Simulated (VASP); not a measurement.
# Pt (Fm-3m) in VASP: a series of runs, part 2 of 2

VASP 6.6.1. Earlier steps stand in the parts before.

### 3 Relaxation of cell and atoms, PBEsol

This run uses another cell than the first one, of 15.08 Å³/atom, 1.006 times its volume.

File INCAR:

```
PREC     = Accurate       # precision mode
ENCUT    = 500            # plane-wave cutoff, eV
EDIFF    = 1E-7           # SCF threshold, eV
ISMEAR   = 0              # smearing method
SIGMA    = 0.05           # smearing width, eV
LREAL    = False          # projectors in reciprocal space
LASPH    = True           # aspherical terms in the spheres
NELM     = 120            # most SCF steps
ALGO     = Normal         # electronic algorithm
ISIF     = 3              # what is computed and relaxed
LWAVE    = False          # write WAVECAR
LCHARG   = False          # write CHGCAR
GGA      = PS             # functional
IBRION   = 2              # ionic algorithm
NSW      = 80             # ionic steps
EDIFFG   = -0.03          # ionic threshold
GGA_COMPAT= False        
NELMIN   = 4
```

File KPOINTS:

```
Automatic mesh
0
Gamma
  11 11 11
```

File POSCAR:

```
Pt
1.0
    0.0000000000      1.9609000000      1.9609000000
    1.9609000000      0.0000000000      1.9609000000
    1.9609000000      1.9609000000      0.0000000000
Pt
1
Direct
    0.0000000000      0.0000000000      0.0000000000
```

Potentials or basis: VASP PAW PBE potentials, release 64 (Pt).

Command:

```
> cat potpaw_PBE.64/Pt/POTCAR > POTCAR
> mpirun -np 1 vasp_std > vasp.out
```

OUTCAR:

```text
PREC = Accurate
   ENCUT = 500
   EDIFF = 1E-7
   ISMEAR = 0
   LREAL = False
   LASPH = True
   NELM = 120
   ISIF = 3
   GGA = PS
   IBRION = 2
   NSW = 80
   EDIFFG = -0.03
   NELMIN = 4

 ion  position               nearest neighbor table
   1  0.000  0.000  0.000-

  LATTYP: Found a face centered cubic cell.
 ALAT       =     3.9218000000

  Lattice vectors:

 A1 = (   0.0000000000,   1.9609000000,   1.9609000000)
 A2 = (   1.9609000000,   0.0000000000,   1.9609000000)
 A3 = (   1.9609000000,   1.9609000000,   0.0000000000)

Analysis of symmetry for initial positions (statically):
=====================================================================
 Subroutine PRICEL returns:
 Original cell was already a primitive cell.

 Routine SETGRP: Setting up the symmetry group for a
 face centered cubic supercell.

 Subroutine GETGRP returns: Found 48 space group operations
 (whereof 48 operations were pure point group operations)
 out of a pool of 48 trial point group operations.

The static configuration has the point symmetry O_h .
[... 166 lines left out ...]
  --------------------------------------------------------------------------------------
  -------------------------------------------------------------------------------------
  Total       -0.1519739     -0.1519739     -0.1519739      0.0000000      0.0000000      0.0000000
  in kB      -16.1466859    -16.1466859    -16.1466859      0.0000000      0.0000000      0.0000000
  external PRESSURE =     -16.1466859 kB  Pullay stress =       0.0000000 kB
[... 57 lines left out ...]
--------------------------------------- Ionic step        3  -------------------------------------------

 number of electron      10.0000001 magnetization

 Free energy of the ion-electron system (eV)
  ---------------------------------------------------
  ext. energy  EPLUGINS =         0.00000000
  ---------------------------------------------------
  free energy    TOTEN  =        -6.97193520 eV

  energy without entropy =       -6.96878592  energy(sigma->0) =       -6.97036056

 E-fermi :  11.1464     XC(G=0): -13.6638

 val. band max:       11.1432834768   @ k =  -0.3636   0.3636   0.0909
 cond. band min:      11.1518228628   @ k =  -0.4545   0.1818   0.0000
 fundamental gap:      0.0085393860
 Fermi energy:        11.1464173210

 k-point     1 :       0.0000    0.0000    0.0000
  band No.  band energies     occupation
      1       0.8462      2.00000
      2       7.3559      2.00000
      3       7.3559      2.00000
      4       7.3559      2.00000
      5       9.5556      2.00000
      6       9.5556      2.00000
      7      25.8152      0.00000
      8      30.8071      0.00000
      9      30.8071      0.00000
[... 265 lines left out ...]
 k-point    24 :      -0.1818    0.1818    0.0000
  band No.  band energies     occupation
      1       3.8033      2.00000
      2       6.4281      2.00000
      3       7.5552      2.00000
      4       8.5473      2.00000
      5       8.6209      2.00000
      6      11.1132      1.65316
      7      24.6699      0.00000
      8      27.2761      0.00000
      9      30.2166      0.00000

 [... further k-points ...]
[... 5 lines left out ...]
  --------------------------------------------------------------------------------------
  -------------------------------------------------------------------------------------
  Total       -0.0001917     -0.0001917     -0.0001917      0.0000000      0.0000000      0.0000000
  in kB       -0.0204866     -0.0204866     -0.0204866      0.0000000      0.0000000      0.0000000
  external PRESSURE =      -0.0204866 kB  Pullay stress =       0.0000000 kB
[... 16 lines left out ...]
  FREE ENERGIE OF THE ION-ELECTRON SYSTEM (eV)
  ---------------------------------------------------
  free  energy   TOTEN  =        -6.9719352009 eV

  energy  without entropy=       -6.9687859249  energy(sigma->0) =       -6.97036056

 reached required accuracy - stopping structural energy minimisation
```

OSZICAR:

```text
N       E                     dE             d eps       ncg     rms          rms(c)
DAV:   1     0.351157415913E+02    0.35116E+02   -0.53946E+03  1048   0.100E+03
DAV:   2    -0.694791836928E+01   -0.42064E+02   -0.39659E+02  1051   0.181E+02
[... 21 lines left out ...]
DAV:   1    -0.699438009730E+01   -0.26189E-01   -0.53789E-01  1018   0.790E+00    0.104E+00
DAV:   2    -0.697324843535E+01    0.21132E-01   -0.61978E-02  1010   0.223E+00    0.451E-01
DAV:   3    -0.697188191293E+01    0.13665E-02   -0.67101E-03  1050   0.690E-01    0.232E-01
DAV:   4    -0.697193177689E+01   -0.49864E-04   -0.20829E-04  1146   0.111E-01    0.193E-02
DAV:   5    -0.697193480615E+01   -0.30293E-05   -0.35171E-06  1242   0.137E-02    0.393E-03
DAV:   6    -0.697193520935E+01   -0.40319E-06   -0.18009E-07  1059   0.295E-03    0.285E-04
DAV:   7    -0.697193520090E+01    0.84498E-08   -0.18360E-09   505   0.409E-04
   3 F= -.69719352E+01 E0= -.69703606E+01  d E =-.434306E-03
```

CONTCAR:

```text
Pt
   1.00000000000000
     0.0000000000000000    1.9572232120090398    1.9572232120090398
     1.9572232120090398   -0.0000000000000000    1.9572232120090398
     1.9572232120090398    1.9572232120090398    0.0000000000000000
  Pt
     1
Direct
     0.0000000000000000    0.0000000000000000    0.0000000000000000

  0.00000000E+00  0.00000000E+00  0.00000000E+00
```

Run time: 8.5 s. Hardware: 1 thread of Intel Xeon 6975P-C (Granite Rapids), shared host; peak memory 0.13 GiB.

What came out:

```
Free energy                            : -6.9719 eV
Relaxed volume                         : 15.00 Å³/atom
Relaxed cell                           : a = 2.768 Å, b = 2.768 Å, c = 2.768 Å, α = 60.00°, β = 60.00°, γ = 60.00°
Space group after relaxing (to 0.05 Å) : Fm-3m (No. 225)
Energy gained by relaxing              : 0.4 meV/atom
Ionic steps                            : 3
Pressure after relaxing                : 0.0 GPa
Band gap on the k mesh                 : zero (band 5 reaches 11.60 eV, above the bottom of band 6 at 9.46 eV)
```

The path:
```
step  energy change (eV)  largest force (eV/Å)  pressure (GPa)  volume (Å³)
   1              0.0000                0.0000           -1.61        15.08
   2              0.0033                0.0000            5.01        14.75
   3             -0.0004                0.0000            0.00        15.00
```

Final structure:
```yaml
crystal:
  lattice:
    - [0.00000, 1.95722, 1.95722]
    - [1.95722, 0.00000, 1.95722]
    - [1.95722, 1.95722, 0.00000]
  atoms:
    - { symbol: Pt, position: [0.00000, 0.00000, 0.00000] }
```

Levels at points of the mesh, in eV from the Fermi level:
```csv
k point,band 1,band 2,band 3,band 4,band 5,band 6,band 7,band 8,band 9
"(0.00, 0.00, 0.00)",-10.30,-3.79,-3.79,-3.79,-1.59,-1.59,14.67,19.66,19.66
```

Caveat: the PAW data sets were made with another functional, which shifts forces and pressure a little; spin-orbit coupling is left out, which moves the levels of the heavy elements.
